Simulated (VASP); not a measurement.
# Sb (R-3m) in VASP: notebook

Sb is run at these levels: PBE; tasks: single point.

Everything below comes from runs of VASP 6.6.1. Logs are shortened: lines on timing, memory, paths and dates and some standing lists are left out, and cuts for length are marked.

### 1 The cell of the first run

The structure is trigonal, space group R-3m (No. 166). The conventional cell has a = 4.301 Å, b = 4.301 Å, c = 11.232 Å, α = 90.00°, β = 90.00°, γ = 120.00°. Sb (site symmetry 3m) has 6 Sb at 2.83 to 3.45 Å within 3.7 Å.

### 2 Single point, PBE (atom 1 (Sb) moved by (+0.000, -0.150) A along [1 1 0] and z)

INCAR

```
SYSTEM = Sb
PREC = Accurate ; ENCUT = 520
EDIFF = 1E-6 ; ISMEAR = 0
SIGMA = 0.15 ; LREAL = .FALSE.
LASPH = .TRUE. ; NELM = 60
ALGO = Normal ; ISIF = 2
LWAVE = .FALSE. ; LCHARG = .FALSE.
GGA = PE ; NBANDS = 12
```

KPOINTS

```
Automatic mesh
0
G
  12 12 12
  0 0 0
```

POSCAR

```
Sb
1.0
    2.1506003320      1.2416496806      3.7440000000
   -2.1506003320      1.2416496806      3.7440000000
    0.0000000000     -2.4832993611      3.7440000000
Sb
2
Direct
    0.2202852991      0.2202852991      0.2202852991
    0.7663600000      0.7663600000      0.7663600000
```

Potentials or basis: VASP PAW PBE potentials, release 64 (Sb).

On the command line:

```sh
cat potpaw_PBE.64/Sb/POTCAR > POTCAR
mpirun -np 1 vasp_std > vasp.out
```

OUTCAR:

```text
SYSTEM = Sb
   PREC = Accurate
   ENCUT = 520
   EDIFF = 1E-6
   ISMEAR = 0
   LREAL = .FALSE.
   LASPH = .TRUE.
   NELM = 60
   ISIF = 2
   GGA = PE

 ion  position               nearest neighbor table
   1  0.220  0.220  0.220-   2 2.83   2 2.83   2 2.83   2 3.45   2 3.45   2 3.45
   2  0.766  0.766  0.766-   1 2.83   1 2.83   1 2.83   1 3.45   1 3.45   1 3.45

  LATTYP: Found a trigonal (rhomboedric) cell.
 ALAT       =     4.4926953733
 COS(alpha) =     0.5417151843

  Lattice vectors:

 A1 = (   2.1506003320,   1.2416496806,   3.7440000000)
 A2 = (  -2.1506003320,   1.2416496806,   3.7440000000)
 A3 = (   0.0000000000,  -2.4832993611,   3.7440000000)

Analysis of symmetry for initial positions (statically):
=====================================================================
 Subroutine PRICEL returns:
 Original cell was already a primitive cell.

 Routine SETGRP: Setting up the symmetry group for a
 trigonal (rhombohedral) supercell.

 Subroutine GETGRP returns: Found 12 space group operations
 (whereof  6 operations were pure point group operations)
 out of a pool of 12 trial point group operations.

The static configuration has the point symmetry C_3v.
 The point group associated with its full space group is D_3d.

Analysis of symmetry for dynamics (positions and initial velocities):
=====================================================================
 Subroutine PRICEL returns:
 Original cell was already a primitive cell.

 Routine SETGRP: Setting up the symmetry group for a
 trigonal (rhombohedral) supercell.

 Subroutine GETGRP returns: Found 12 space group operations
 (whereof  6 operations were pure point group operations)
 out of a pool of 12 trial point group operations.

The dynamic configuration has the point symmetry C_3v.
 The point group associated with its full space group is D_3d.

 Subroutine INISYM returns: Found 12 space group operations
 (whereof  6 operations are pure point group operations),
 and found     1 'primitive' translations

----------------------------------------------------------------------------------------

                                     Primitive cell

  volume of cell :      59.9854

  direct lattice vectors                    reciprocal lattice vectors
     2.150600332  1.241649681  3.744000000     0.232493222  0.134230024  0.089031339
    -2.150600332  1.241649681  3.744000000    -0.232493222  0.134230024  0.089031339
     0.000000000 -2.483299361  3.744000000     0.000000000 -0.268460048  0.089031339

  length of vectors
     4.492695373  4.492695373  4.492695373     0.282838075  0.282838075  0.282838075

  position of ions in fractional coordinates (direct lattice)
     0.220285299  0.220285299  0.220285299
     0.766360000  0.766360000  0.766360000

  ion indices of the primitive-cell ions
   primitive index   ion index
                 1           1
                 2           2

----------------------------------------------------------------------------------------

 KPOINTS: Automatic mesh

Automatic generation of k-mesh.
 Grid dimensions read from file:
 generate k-points for:   12   12   12

 Generating k-lattice:

  Cartesian coordinates                     Fractional coordinates (reciprocal lattice)
     0.019374435  0.011185835  0.007419278     0.083333333  0.000000000  0.000000000
    -0.019374435  0.011185835  0.007419278     0.000000000  0.083333333  0.000000000
     0.000000000 -0.022371671  0.007419278     0.000000000  0.000000000  0.083333333

  Length of vectors
     0.023569840  0.023569840  0.023569840

  Shift w.r.t. Gamma in fractional coordinates (k-lattice)
     0.000000000  0.000000000  0.000000000

 Subroutine IBZKPT returns following result:
 ===========================================

 Found    189 irreducible k-points:

 Following reciprocal coordinates:
            Coordinates               Weight
  0.000000  0.000000  0.000000      1.000000
  0.083333  0.000000 -0.000000      6.000000
  0.166667  0.000000  0.000000      6.000000
  0.250000  0.000000  0.000000      6.000000
  0.333333  0.000000  0.000000      6.000000
  0.416667  0.000000  0.000000      6.000000
[... 16 lines left out ...]
  0.500000  0.166667  0.000000     12.000000
 -0.416667  0.166667  0.000000     12.000000
 [... further k-points ...]
   k-points           NKPTS =    189   k-points in BZ     NKDIM =    189   number of bands    NBANDS=     12
   number of dos      NEDOS =    301   number of ions     NIONS =      2
   total plane-waves  NPLWV =  46656
   dimension x,y,z NGX =    36 NGY =   36 NGZ =   36
   dimension x,y,z NGXF=    72 NGYF=   72 NGZF=   72
   ions per type =               2
   NGX,Y,Z   is equivalent  to a cutoff of  13.32, 13.32, 13.32 a.u.
   NGXF,Y,Z  is equivalent  to a cutoff of  26.64, 26.64, 26.64 a.u.
 SYSTEM =  Sb
   PREC   = accura    normal or accurate (medium, high low for compatibility)
   ISTART =      0    job   : 0-new  1-cont  2-samecut
   ICHARG =      2    charge: 1-file 2-atom 10-const
   ISPIN  =      1    spin polarized calculation?
   LNONCOLLINEAR =      F non collinear calculations
   LSORBIT =      F    spin-orbit coupling
   LASPH  =      T    aspherical Exc in radial PAW
   ENCUT  =  520.0 eV  38.22 Ry    6.18 a.u.   8.35  8.35  8.35*2*pi/ulx,y,z
   NELM   =     60;   NELMIN=  2; NELMDL= -5     # of ELM steps
   EDIFF  = 0.1E-05   stopping-criterion for ELM
   LREAL  =      F    real-space projection
   EDIFFG = 0.1E-04   stopping-criterion for IOM
   NSW    =      0    number of steps for IOM
   IBRION =     -1    ionic relax: 0-MD 1-quasi-New 2-CG
   NFREE  =      0    steps in history (QN), initial steepest desc. (CG)
   ISIF   =      2    stress and relaxation
   ISYM   =      2    0-nonsym 1-usesym 2-fastsym
   POTIM  = 0.5000    time-step for ionic-motion
   TEBEG  =    0.0;   TEEND  =   0.0 temperature during run
   PSTRESS=    0.0 pullay stress
   NELECT =      10.0000    total number of electrons
   NUPDOWN=      -1.0000    fix difference up-down
   EMIN   =  10.00;   EMAX   =-10.00  energy-range for DOS
   EFERMI =   0.00;   METHOD = LEGACY
   ISMEAR =     0;   SIGMA  =   0.15  broadening in eV -4-tet -1-fermi 0-gaus
   EFERMI_NEDOS =   21; number of points for ismear=-14 and -15
   IALGO  =     38    algorithm
   IMIX   =      4    mixing-type and parameters
     AMIX     =   0.40;   BMIX     =  1.00
     AMIX_MAG =   1.60;   BMIX_MAG =  1.00
  volume/ion in A,a.u.               =      29.99       202.40
  Fermi-wavevector in a.u.,A,eV,Ry     =   0.901003  1.702649 11.045295  0.811806
  Thomas-Fermi vector in A             =   2.024030
   LORBIT       =      0    0 simple, 1 ext, 2 COOP (PROOUT), +10 PAW based schemes
   GGA     = PE    functional components
   LHFCALC =     F    Hartree Fock is set to
   AEXX    =    0.0000 exact exchange contribution
   IVDW    =     0    specifies the selected vdW correction
   LEPSILON=     F    determine dielectric tensor
   LRPA    =     F    only Hartree local field effects (RPA)
 non-spin polarized calculation
 Gauss-broadening in eV      SIGMA  =   0.15
  energy-cutoff  :      520.00
  volume of cell :       59.99
 maximum number of plane-waves:      1627
 NGX is ok and might be reduce to    36
   NGX = 17   NGY = 17   NGZ = 17

 number of electron      10.0000000 magnetization

 Free energy of the ion-electron system (eV)
  ---------------------------------------------------
  ext. energy  EPLUGINS =         0.00000000
  ---------------------------------------------------
  free energy    TOTEN  =        -8.13670672 eV

  energy without entropy =       -8.13539603  energy(sigma->0) =       -8.13605138

 E-fermi :   7.3615     XC(G=0):  -9.5332

 val. band max:        7.2191020271   @ k =   0.4167   0.0833   0.0833
 cond. band min:       7.4076426461   @ k =   0.3333   0.1667   0.1667
 fundamental gap:      0.1885406190
 Fermi energy:         7.3615299057

 k-point     1 :       0.0000    0.0000    0.0000
  band No.  band energies     occupation
      1      -5.5503      2.00000
      2       2.7527      2.00000
      3       5.3727      2.00000
      4       5.3727      2.00000
      5       5.6029      2.00000
      6       8.8592      0.00000
      7       9.9323      0.00000
      8       9.9323      0.00000
      9      12.6505      0.00000
     10      12.6505      0.00000
     11      13.2276      0.00000
     12      13.8180      0.00000

 k-point     2 :       0.0833    0.0000   -0.0000
  band No.  band energies     occupation
      1      -5.4730      2.00000
      2       2.3516      2.00000
      3       5.3352      2.00000
      4       5.4423      2.00000
      5       5.7046      2.00000
      6       8.9328      0.00000
      7       9.7801      0.00000
      8       9.8525      0.00000
      9      12.1999      0.00000
     10      12.5462      0.00000
     11      12.8654      0.00000
     12      14.4063      0.00000

 k-point     3 :       0.1667    0.0000    0.0000
  band No.  band energies     occupation
      1      -5.2421      2.00000
      2       1.4466      2.00000
      3       5.2404      2.00000
      4       5.4085      2.00000
      5       6.0326      2.00000
      6       8.8804      0.00000
      7       9.4843      0.00000
      8       9.5742      0.00000
      9      11.8190      0.00000
     10      12.6642      0.00000
     11      12.6675      0.00000
     12      15.5666      0.00000

 k-point     4 :       0.2500    0.0000    0.0000
  band No.  band energies     occupation
      1      -4.8615      2.00000
      2       0.3761      2.00000
      3       5.1267      2.00000
      4       5.3602      2.00000
      5       6.3365      2.00000
      6       8.4788      0.00000
      7       9.0681      0.00000
      8       9.1611      0.00000
      9      12.1765      0.00000
     10      12.9300      0.00000
     11      13.2263      0.00000
     12      17.0577      0.00000

 k-point     5 :       0.3333    0.0000    0.0000
  band No.  band energies     occupation
      1      -4.3411      2.00000
      2      -0.7006      2.00000
      3       5.0282      2.00000
      4       5.3470      2.00000
      5       6.5893      2.00000
      6       7.9885      0.00000
      7       8.5608      0.00000
      8       8.7698      0.00000
      9      13.0343      0.00000
     10      13.6793      0.00000
     11      14.1281      0.00000
     12      18.0742      0.00000
[... 228 lines left out ...]
      1      -4.4991      2.00000
      2       0.0083      2.00000
      3       4.0452      2.00000
      4       4.4978      2.00000
      5       5.9644      2.00000
      6       9.1246      0.00000
      7       9.6576      0.00000
      8      10.3366      0.00000
      9      11.4126      0.00000
     10      14.4938      0.00000
     11      14.7544      0.00000
     12      16.5142      0.00000

 k-point    22 :       0.4167    0.1667   -0.0000
  band No.  band energies     occupation
      1      -3.9625      2.00000
      2      -0.9240      2.00000
      3       3.7660      2.00000
      4       4.5531      2.00000
      5       5.7254      2.00000
      6       9.1469      0.00000
      7       9.6728      0.00000
      8      10.1486      0.00000
      9      11.7768      0.00000
     10      15.2850      0.00000
     11      15.8311      0.00000
     12      16.7922      0.00000

 k-point    23 :       0.5000    0.1667    0.0000
  band No.  band energies     occupation
      1      -3.3413      2.00000
      2      -1.7993      2.00000
      3       3.5248      2.00000
      4       4.7467      2.00000
      5       5.6802      2.00000
      6       8.9169      0.00000
      7       9.2025      0.00000
      8      10.3668      0.00000
      9      12.7543      0.00000
     10      15.3951      0.00000
     11      16.1413      0.00000
     12      16.4294      0.00000

 k-point    24 :      -0.4167    0.1667    0.0000
  band No.  band energies     occupation
      1      -3.0641      2.00000
      2      -2.1483      2.00000
      3       3.3843      2.00000
      4       5.0637      2.00000
      5       5.7947      2.00000
      6       8.5868      0.00000
      7       8.8190      0.00000
      8      10.5754      0.00000
      9      13.7736      0.00000
     10      14.4671      0.00000
     11      14.9287      0.00000
     12      17.4833      0.00000

 [... further k-points ...]
[... 5 lines left out ...]
  --------------------------------------------------------------------------------------
  -------------------------------------------------------------------------------------
  Total        2.2092992      2.2092992      1.9586461     -0.0000000      0.0000000      0.0000000
  in kB       59.0091329     59.0091329     52.3143317     -0.0000000      0.0000000      0.0000000
  external PRESSURE =      56.7775325 kB  Pullay stress =       0.0000000 kB

 VOLUME and BASIS-vectors are now :
 -----------------------------------------------------------------------------
  energy-cutoff  :      520.00
  volume of cell :       59.99
      direct lattice vectors                 reciprocal lattice vectors
     2.150600332  1.241649681  3.744000000     0.232493222  0.134230024  0.089031339
    -2.150600332  1.241649681  3.744000000    -0.232493222  0.134230024  0.089031339
     0.000000000 -2.483299361  3.744000000     0.000000000 -0.268460048  0.089031339

 POSITION                                       TOTAL-FORCE (eV/Angst)
 -----------------------------------------------------------------------------------
      0.00000      0.00000      2.47424         0.000000      0.000000      1.194411
      0.00000      0.00000      8.60776         0.000000     -0.000000     -1.194411
 -----------------------------------------------------------------------------------
    total drift:                                0.000000     -0.000000     -0.000000

  FREE ENERGIE OF THE ION-ELECTRON SYSTEM (eV)
  ---------------------------------------------------
  free  energy   TOTEN  =        -8.1367067220 eV

  energy  without entropy=       -8.1353960299  energy(sigma->0) =       -8.13605138
```

Wall time 1.7 min (1 thread of AMD EPYC 7R43 (Zen 3), shared host); peak memory 0.24 GiB.

What came out:

- Free energy: -8.1367 eV
- Pressure: 5.7 GPa
- Largest force: 1.194 eV/Å
- Band gap on the k mesh: zero (bands 5 and 6 overlap by 0.20 eV)

Forces in eV/Å, atoms in the order of the input:
```
Sb   0.000  0.000  1.194
Sb   0.000  0.000 -1.194
```

Stress tensor (GPa, compression positive):
```
5.90 0.00 0.00
0.00 5.90 0.00
0.00 0.00 5.23
```

Levels at points of the mesh, in eV from the Fermi level:
| k point | band 3 | band 4 | band 5 | band 6 | band 7 | band 8 |
| --- | --- | --- | --- | --- | --- | --- |
| (0.00, 0.00, 0.00) | -1.99 | -1.99 | -1.76 | 1.50 | 2.57 | 2.57 |
| (0.50, 0.00, 0.00) | -2.42 | -1.99 | -0.26 | -0.15 | 0.67 | 1.05 |
| (0.50, 0.50, 0.00) | -5.18 | -3.84 | -3.54 | 1.18 | 5.16 | 6.01 |
| (0.50, 0.50, 0.50) | -1.68 | -1.68 | -0.86 | 0.34 | 0.34 | 1.50 |

Caveat: the cell differs from its parent crystal (atom 1 (Sb) moved by (+0.000, -0.150) A along [1 1 0] and z); the cell stands under pressure; spin-orbit coupling is left out, which moves the levels of the heavy elements; forces of over 1 eV/Å act on the atoms, so gaps and moduli don't describe the material at rest.

### 3 Single point, PBE (atom 1 (Sb) moved by (+0.000, +0.150) A along [1 1 0] and z)

INCAR

```
SYSTEM = Sb
  PREC = Accurate
  ENCUT = 520
  EDIFF = 1E-6
  ISMEAR = 0
  SIGMA = 0.15
  LREAL = .FALSE.
  LASPH = .TRUE.
  NELM = 60
  ALGO = Normal
  ISIF = 2
  LWAVE = .FALSE.
  LCHARG = .TRUE.
  GGA = PE
  LELF = .TRUE.
  LVHAR = .TRUE.
  NBANDS = 12
```

KPOINTS

```
regular mesh
0
G
  12 12 12
  0 0 0
```

POSCAR: that of step 2 with these lines changed.

```diff
@@ -8,3 +8,3 @@
 Direct
-    0.2202852991      0.2202852991      0.2202852991
+    0.2469947009      0.2469947009      0.2469947009
     0.7663600000      0.7663600000      0.7663600000
```

Potentials or basis: VASP PAW PBE potentials, release 64 (Sb).

On the command line:

```sh
cat potpaw_PBE.64/Sb/POTCAR > POTCAR
mpirun -np 1 vasp_std > vasp.out
```

Wall time 2 min (1 thread of AMD EPYC 7R43 (Zen 3), shared host); peak memory 0.23 GiB.

The run converged. Its results:

* Free energy: -8.2339 eV
* Pressure: 1.3 GPa
* Largest force: 0.307 eV/Å
* Band gap on the k mesh: zero (bands 5 and 6 overlap by 0.27 eV)

Forces on the atoms (eV/Å):
```
Sb   0.000  0.000 -0.307
Sb   0.000  0.000  0.307
```

Stress tensor (GPa, compression positive):
```
1.63 0.00 0.00
0.00 1.63 0.00
0.00 0.00 0.56
```

Levels at points of the mesh, in eV from the Fermi level:
```csv
k point,band 3,band 4,band 5,band 6,band 7,band 8
"(0.00, 0.00, 0.00)",-2.12,-1.55,-1.55,2.79,2.97,2.97
"(0.50, 0.00, 0.00)",-1.42,-1.33,-0.40,-0.02,0.10,0.11
"(0.50, 0.50, 0.00)",-5.54,-3.79,-3.45,1.92,5.02,5.36
"(0.50, 0.50, 0.50)",-0.85,-0.85,0.01,0.01,0.03,0.96
```

Caveat: the cell differs from its parent crystal (atom 1 (Sb) moved by (+0.000, +0.150) A along [1 1 0] and z); spin-orbit coupling is left out, which moves the levels of the heavy elements.
